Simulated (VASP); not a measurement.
# FeGe (P2_13) in VASP: a series of runs, part 2 of 2

VASP 6.6.1. Earlier steps stand in the parts before.

## (3) Single point, LDA

The input, INCAR:

```
  PREC = Accurate
  ENCUT = 520
  EDIFF = 1E-6
  ISMEAR = 0
  SIGMA = 0.0321
  LREAL = F
  LASPH = T
  NELM = 60
  ALGO = Normal
  ISIF = 2
  LWAVE = F
  LCHARG = F
  NBANDS = 54
```

The input, KPOINTS:

```
Automatic mesh
0
Gamma
  4 4 4
```

The input, POSCAR:

```
FeGe
1.0
    4.6634920000      0.0000000000      0.0000000000
    0.0000000000      4.6634920000      0.0000000000
    0.0000000000      0.0000000000      4.6634920000
Ge Fe
4 4
Direct
    0.8420000000      0.8420000000      0.8420000000
    0.6580000000      0.1580000000      0.3420000000
    0.3420000000      0.6580000000      0.1580000000
    0.1580000000      0.3420000000      0.6580000000
    0.1350000000      0.1350000000      0.1350000000
    0.3650000000      0.8650000000      0.6350000000
    0.6350000000      0.3650000000      0.8650000000
    0.8650000000      0.6350000000      0.3650000000
```

Potentials or basis: VASP PAW LDA potentials, release 64 (Ge_d, Fe).

The run is started by

```console
cat potpaw_LDA.64/Ge_d/POTCAR potpaw_LDA.64/Fe/POTCAR > POTCAR
mpirun -np 1 vasp_std > vasp.out
```

OUTCAR:

```text
PREC = Accurate
   ENCUT = 520
   EDIFF = 1E-6
   ISMEAR = 0
   LREAL = F
   LASPH = T
   NELM = 60
   ISIF = 2

 ion  position               nearest neighbor table
   1  0.842  0.842  0.842-   5 2.37   6 2.43   7 2.43   8 2.43   7 2.63   8 2.63   6 2.63   3 2.89
                             4 2.89   2 2.89   2 2.89   4 2.89   3 2.89
   2  0.658  0.158  0.342-   6 2.37   5 2.43   7 2.43   8 2.43   7 2.63   8 2.63   5 2.63   1 2.89
                             1 2.89   3 2.89   3 2.89   4 2.89   4 2.89
   3  0.342  0.658  0.158-   7 2.37   6 2.43   5 2.43   8 2.43   8 2.63   6 2.63   5 2.63   1 2.89
                             4 2.89   2 2.89   2 2.89   4 2.89   1 2.89
   4  0.158  0.342  0.658-   8 2.37   6 2.43   7 2.43   5 2.43   6 2.63   5 2.63   7 2.63   1 2.89
                             3 2.89   2 2.89   1 2.89   2 2.89   3 2.89
   5  0.135  0.135  0.135-   1 2.37   2 2.43   3 2.43   4 2.43   3 2.63   4 2.63   2 2.63   6 2.86
                             7 2.86   8 2.86   6 2.86   8 2.86   7 2.86
   6  0.365  0.865  0.635-   2 2.37   1 2.43   3 2.43   4 2.43   3 2.63   4 2.63   1 2.63   8 2.86
                             5 2.86   5 2.86   7 2.86   7 2.86   8 2.86
   7  0.635  0.365  0.865-   3 2.37   2 2.43   1 2.43   4 2.43   4 2.63   2 2.63   1 2.63   8 2.86
                             5 2.86   8 2.86   6 2.86   6 2.86   5 2.86
   8  0.865  0.635  0.365-   4 2.37   2 2.43   3 2.43   1 2.43   2 2.63   1 2.63   3 2.63   7 2.86
                             5 2.86   7 2.86   5 2.86   6 2.86   6 2.86

  LATTYP: Found a simple cubic cell.
 ALAT       =     4.6634920000

  Lattice vectors:

 A1 = (   4.6634920000,   0.0000000000,   0.0000000000)
 A2 = (   0.0000000000,   4.6634920000,   0.0000000000)
 A3 = (   0.0000000000,   0.0000000000,   4.6634920000)

Analysis of symmetry for initial positions (statically):
=====================================================================
 Subroutine PRICEL returns:
 Original cell was already a primitive cell.

 Routine SETGRP: Setting up the symmetry group for a
 simple cubic supercell.

 Subroutine GETGRP returns: Found 12 space group operations
 (whereof  3 operations were pure point group operations)
 out of a pool of 48 trial point group operations.

The static configuration has the point symmetry C_3 .
 The point group associated with its full space group is T   .

Analysis of symmetry for dynamics (positions and initial velocities):
=====================================================================
 Subroutine PRICEL returns:
 Original cell was already a primitive cell.

 Routine SETGRP: Setting up the symmetry group for a
 simple cubic supercell.

 Subroutine GETGRP returns: Found 12 space group operations
 (whereof  3 operations were pure point group operations)
 out of a pool of 48 trial point group operations.

The dynamic configuration has the point symmetry C_3 .
 The point group associated with its full space group is T   .

 Subroutine INISYM returns: Found 12 space group operations
 (whereof  3 operations are pure point group operations),
 and found     1 'primitive' translations

----------------------------------------------------------------------------------------

                                     Primitive cell

  volume of cell :     101.4224

  direct lattice vectors                    reciprocal lattice vectors
[... 67 lines left out ...]
   k-points           NKPTS =     11   k-points in BZ     NKDIM =     11   number of bands    NBANDS=     54
   number of dos      NEDOS =    301   number of ions     NIONS =      8
   total plane-waves  NPLWV =  46656
   dimension x,y,z NGX =    36 NGY =   36 NGZ =   36
   dimension x,y,z NGXF=    72 NGYF=   72 NGZF=   72
   ions per type =               4   4
   NGX,Y,Z   is equivalent  to a cutoff of  12.83, 12.83, 12.83 a.u.
   NGXF,Y,Z  is equivalent  to a cutoff of  25.67, 25.67, 25.67 a.u.
 SYSTEM =  unknown system
   PREC   = accura    normal or accurate (medium, high low for compatibility)
   ISTART =      0    job   : 0-new  1-cont  2-samecut
   ICHARG =      2    charge: 1-file 2-atom 10-const
   ISPIN  =      1    spin polarized calculation?
   LNONCOLLINEAR =      F non collinear calculations
   LSORBIT =      F    spin-orbit coupling
   LASPH  =      T    aspherical Exc in radial PAW
   ENCUT  =  520.0 eV  38.22 Ry    6.18 a.u.   8.67  8.67  8.67*2*pi/ulx,y,z
   NELM   =     60;   NELMIN=  2; NELMDL= -5     # of ELM steps
   EDIFF  = 0.1E-05   stopping-criterion for ELM
   LREAL  =      F    real-space projection
   EDIFFG = 0.1E-04   stopping-criterion for IOM
   NSW    =      0    number of steps for IOM
   IBRION =     -1    ionic relax: 0-MD 1-quasi-New 2-CG
   NFREE  =      0    steps in history (QN), initial steepest desc. (CG)
   ISIF   =      2    stress and relaxation
   ISYM   =      2    0-nonsym 1-usesym 2-fastsym
   POTIM  = 0.5000    time-step for ionic-motion
   TEBEG  =    0.0;   TEEND  =   0.0 temperature during run
   PSTRESS=    0.0 pullay stress
   NELECT =      88.0000    total number of electrons
   NUPDOWN=      -1.0000    fix difference up-down
   EMIN   =  10.00;   EMAX   =-10.00  energy-range for DOS
   EFERMI =   0.00;   METHOD = LEGACY
   ISMEAR =     0;   SIGMA  =   0.03  broadening in eV -4-tet -1-fermi 0-gaus
   EFERMI_NEDOS =   21; number of points for ismear=-14 and -15
   IALGO  =     38    algorithm
   IMIX   =      4    mixing-type and parameters
     AMIX     =   0.40;   BMIX     =  1.00
     AMIX_MAG =   1.60;   BMIX_MAG =  1.00
  volume/ion in A,a.u.               =      12.68        85.55
  Fermi-wavevector in a.u.,A,eV,Ry     =   1.561437  2.950688 33.172170  2.438086
  Thomas-Fermi vector in A             =   2.664503
   LORBIT       =      0    0 simple, 1 ext, 2 COOP (PROOUT), +10 PAW based schemes
   GGA     = CA    functional components
   LHFCALC =     F    Hartree Fock is set to
   AEXX    =    0.0000 exact exchange contribution
   IVDW    =     0    specifies the selected vdW correction
   LEPSILON=     F    determine dielectric tensor
   LRPA    =     F    only Hartree local field effects (RPA)
 non-spin polarized calculation
 Gauss-broadening in eV      SIGMA  =   0.03
  energy-cutoff  :      520.00
  volume of cell :      101.42
 maximum number of plane-waves:      2800
 NGX is ok and might be reduce to    36
   NGX = 17   NGY = 17   NGZ = 17

 number of electron      87.9999929 magnetization

 Free energy of the ion-electron system (eV)
  ---------------------------------------------------
  ext. energy  EPLUGINS =         0.00000000
  ---------------------------------------------------
  free energy    TOTEN  =       -59.44215062 eV

  energy without entropy =      -59.44099836  energy(sigma->0) =      -59.44157449

 E-fermi :   7.8285     XC(G=0): -13.2679

 val. band max:        7.7798822105   @ k =   0.2500   0.0000   0.0000
 cond. band min:       7.8739170948   @ k =   0.2500   0.2500   0.0000
 fundamental gap:      0.0940348843
 Fermi energy:         7.8285244762

 k-point     1 :       0.0000    0.0000    0.0000
  band No.  band energies     occupation
      1     -16.8121      2.00000
      2     -16.8121      2.00000
      3     -16.8121      2.00000
      4     -16.7732      2.00000
      5     -16.7732      2.00000
      6     -16.7732      2.00000
[... 616 lines left out ...]
     53      13.4672      0.00000
     54      13.4672      0.00000

------------------------ aborting loop because EDIFF is reached ----------------------------------------

  FORCE on cell =-STRESS in cart. coord.  units (eV):
  Direction    XX          YY          ZZ          XY          YZ          ZX
  --------------------------------------------------------------------------------------
  -------------------------------------------------------------------------------------
  Total       -9.5699042     -9.5699042     -9.5699042     -0.0000000      0.0000000      0.0000000
  in kB     -151.1765613   -151.1765613   -151.1765613     -0.0000000      0.0000000      0.0000000
  external PRESSURE =    -151.1765613 kB  Pullay stress =       0.0000000 kB

 VOLUME and BASIS-vectors are now :
 -----------------------------------------------------------------------------
  energy-cutoff  :      520.00
  volume of cell :      101.42
      direct lattice vectors                 reciprocal lattice vectors
     4.663492000  0.000000000  0.000000000     0.214431589  0.000000000  0.000000000
     0.000000000  4.663492000  0.000000000     0.000000000  0.214431589  0.000000000
     0.000000000  0.000000000  4.663492000     0.000000000  0.000000000  0.214431589

 POSITION                                       TOTAL-FORCE (eV/Angst)
 -----------------------------------------------------------------------------------
      3.92666      3.92666      3.92666        -0.264863     -0.264863     -0.264863
      3.06858      0.73683      1.59491         0.264863      0.264863     -0.264863
      1.59491      3.06858      0.73683        -0.264863      0.264863      0.264863
      0.73683      1.59491      3.06858         0.264863     -0.264863      0.264863
      0.62957      0.62957      0.62957        -0.160062     -0.160062     -0.160062
      1.70217      4.03392      2.96132         0.160062      0.160062     -0.160062
      2.96132      1.70217      4.03392        -0.160062      0.160062      0.160062
      4.03392      2.96132      1.70217         0.160062     -0.160062      0.160062
 -----------------------------------------------------------------------------------
    total drift:                               -0.000000     -0.000000      0.000000

  FREE ENERGIE OF THE ION-ELECTRON SYSTEM (eV)
  ---------------------------------------------------
  free  energy   TOTEN  =       -59.4421506196 eV

  energy  without entropy=      -59.4409983647  energy(sigma->0) =      -59.44157449
```

It took 1.8 min on 1 thread of Intel Xeon Platinum 8259CL at 2.50GHz (Skylake/Cascade Lake), shared host; peak memory 0.19 GiB.

Results:

```yaml
Free_energy: -59.4422 eV
Pressure: -15.1 GPa
Largest_force: 0.459 eV/Å
Band_gap_on_the_k_mesh: 0.09 eV, indirect (the least direct gap lies 3.9 meV higher)
```

Forces in eV/Å, atoms in the order of the input:
```
Ge  -0.265 -0.265 -0.265
Ge   0.265  0.265 -0.265
Ge  -0.265  0.265  0.265
Ge   0.265 -0.265  0.265
Fe  -0.160 -0.160 -0.160
Fe   0.160  0.160 -0.160
Fe  -0.160  0.160  0.160
Fe   0.160 -0.160  0.160
```

Levels at points of the mesh, in eV from the valence-band top:
| k point | band 41 | band 42 | band 43 | band 44 | band 45 | band 46 | band 47 | band 48 |
| --- | --- | --- | --- | --- | --- | --- | --- | --- |
| (0.00, 0.00, 0.00) | -0.17 | -0.17 | -0.01 | -0.01 | 0.42 | 0.42 | 0.42 | 2.16 |
| (0.50, 0.00, 0.00) | -0.27 | -0.27 | -0.01 | -0.01 | 0.13 | 0.13 | 1.42 | 1.42 |
| (0.50, 0.50, 0.00) | -0.84 | -0.84 | -0.25 | -0.25 | 0.52 | 0.52 | 0.88 | 0.88 |
| (0.50, 0.50, 0.50) | -0.48 | -0.48 | -0.48 | -0.48 | 0.32 | 0.32 | 0.32 | 0.32 |

## (4) Single point, PBE+U

The input, INCAR:

```
SYSTEM = FeGe
  PREC = Accurate
  ENCUT = 520
  EDIFF = 1E-7
  ISMEAR = 0
  SIGMA = 0.0321
  LREAL = .False.
  LASPH = .True.
  NELM = 150
  ALGO = Normal
  ISIF = 2
  LWAVE = .False.
  LCHARG = .False.
  LMAXMIX = 4
  LDAU = .True.
  LDAUTYPE = 2
  LDAUL = -1 2
  LDAUU = 0 8
  LDAUJ = 0 0
  LDAUPRINT = 1
  GGA = PE
  NBANDS = 54
```

The input, KPOINTS:

```
regular mesh
0
Gamma
  4 4 4
  0 0 0
```

POSCAR is that of step 3.

Potentials or basis: VASP PAW PBE potentials, release 64 (Ge_d, Fe).

The run is started by

```console
cat potpaw_PBE.64/Ge_d/POTCAR potpaw_PBE.64/Fe/POTCAR > POTCAR
mpirun -np 1 vasp_std > vasp.out
```

It took 8 min on 1 thread of Intel Xeon Platinum 8259CL at 2.50GHz (Skylake/Cascade Lake), shared host; peak memory 0.22 GiB.

It converged, with:

| Item | Value |
| --- | --- |
| Free energy | -21.2796 eV |
| Pressure | 5.3 GPa |
| Largest force | 0.890 eV/Å |
| Band gap on the k mesh | 1.10 eV, indirect (least direct gap 1.32 eV) |

Forces on the atoms (eV/Å):
```
Ge   0.054  0.054  0.054
Ge  -0.054 -0.054  0.054
Ge   0.054 -0.054 -0.054
Ge  -0.054  0.054 -0.054
Fe   0.514  0.514  0.514
Fe  -0.514 -0.514  0.514
Fe   0.514 -0.514 -0.514
Fe  -0.514  0.514 -0.514
```

Levels at points of the mesh, in eV from the valence-band top:
```csv
k point,band 41,band 42,band 43,band 44,band 45,band 46,band 47,band 48
"(0.00, 0.00, 0.00)",-1.10,-0.43,-0.43,-0.43,1.36,1.36,1.36,1.66
"(0.50, 0.00, 0.00)",-1.17,-1.17,-0.62,-0.62,1.14,1.14,1.64,1.64
"(0.50, 0.50, 0.00)",-1.14,-1.14,-1.06,-1.06,1.51,1.51,1.69,1.69
"(0.50, 0.50, 0.50)",-0.14,-0.14,-0.14,-0.14,1.78,1.78,1.78,1.78
```

Eigenvalues of the final occupation matrices:
```csv
site,spin,trace,eigenvalues
site 5 d,1,3.34,0.31 0.31 0.90 0.90 0.91
site 5 d,2,3.34,0.31 0.31 0.90 0.90 0.91
site 6 d,1,3.34,0.31 0.31 0.90 0.90 0.91
site 6 d,2,3.34,0.31 0.31 0.90 0.90 0.91
site 7 d,1,3.34,0.31 0.31 0.90 0.90 0.91
site 7 d,2,3.34,0.31 0.31 0.90 0.90 0.91
site 8 d,1,3.34,0.31 0.31 0.90 0.90 0.91
site 8 d,2,3.34,0.31 0.31 0.90 0.90 0.91
```

Caveat: the U is typed as a test and isn't derived for this compound. A k mesh can miss the band edges.

## (5) Summary

```tsv
level	potentials or basis	U	gap on the mesh (eV)	pressure (GPa)	largest force (eV/Å)
PBE	VASP PAW PBE potentials, release 64 (Ge_d, Fe)	-	0.10	-3.0	0.40
LDA	VASP PAW LDA potentials, release 64 (Ge_d, Fe)	-	0.09	-15.1	0.46
PBE+U	VASP PAW PBE potentials, release 64 (Ge_d, Fe)	Fe d U = 8.0 eV	1.10	5.3	0.89
```

Alike in all rows: task single point; no spin polarisation; cell as given; k mesh 4 × 4 × 4; cutoff (eV) 520; smearing gaussian 0.0321 eV.

Caveats: the U is typed as a test and isn't derived for this compound (some runs).

Absolute energies hang on the potentials; compare differences alone.
